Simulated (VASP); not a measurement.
Write the native input for VASP 6.6.1 that does the following.

```yaml
Task: relaxation of cell and atoms
Functional: PBE
Potentials_or_basis: VASP PAW PBE potentials, release 64 (Pr, F)
Cutoff: 600 eV
k_mesh: 6 × 6 × 4
Occupations: gaussian, width 0.1 eV
Spin: no spin polarisation
Dipole_correction: no
Further_INCAR_settings: ALGO = Normal; EDIFF = 1e-06; IBRION = 2; EDIFFG = -0.04; NSW = 90; ISIF = 3
```

The structure of Pr2F3 lies in POSCAR:

```
Pr2F3
1.0
    3.9975832100      0.0000000000      0.0000000000
   -1.9987916100      3.4620086100      0.0000000000
    0.0000000000      0.0000000000      6.2558086300
Pr F
2 3
Direct
    0.6666666700      0.3333333300      0.7521399300
    0.3333333300      0.6666666700      0.2478600700
    0.6666666700      0.3333333300      0.3548371500
    0.3333333300      0.6666666700      0.6451628500
    0.0000000000      0.0000000000      0.0000000000
```

The cell was generated, and may not be a known phase.

The input as run:

INCAR

```
PREC = Accurate ; ENCUT = 600
EDIFF = 1E-6 ; ISMEAR = 0
SIGMA = 0.1 ; LREAL = F
LASPH = T ; NELM = 60
ALGO = Normal ; ISIF = 3
LWAVE = F ; LCHARG = F
GGA = PE ; IBRION = 2
NSW = 90 ; EDIFFG = -0.04
```

KPOINTS

```
Automatic mesh
0
Gamma
  6 6 4
```

Potentials or basis: VASP PAW PBE potentials, release 64 (Pr, F).

The run is started by

```console
$ cat potpaw_PBE.64/Pr/POTCAR potpaw_PBE.64/F/POTCAR > POTCAR
$ mpirun -np 1 vasp_std > vasp.out
```

It gave:

```
Relaxed volume                        : 16.03 Å³/atom
Relaxed cell                          : a = 3.657 Å, b = 3.657 Å, c = 6.918 Å, α = 90.00°, β = 90.00°, γ = 120.00°
Space group after relaxing (to 0.1 Å) : P-3m1 (No. 164)
Energy gained by relaxing             : 90.1 meV/atom
Ionic steps                           : 20
Pressure after relaxing               : 0.1 GPa
Largest force after relaxing          : 0.033 eV/Å
Band gap on the k mesh                : zero (an odd number of electrons rules out a gap without spin polarisation)
```

Caveat: the highest band is partly filled, so the run has too few bands; spin-orbit coupling is left out, which moves the levels of the heavy elements; an odd number of electrons without spin polarisation forces a metal; a magnetic or distorted state may lie lower; the run has no spin polarisation, though such a crystal can be magnetic; semilocal functionals describe open f shells poorly, which spoils levels, moments and volumes.

Run time: 17 min on 1 thread of Intel(R) Xeon(R) 6975P-C (Granite Rapids), on a shared host, peak memory 0.27 GiB.
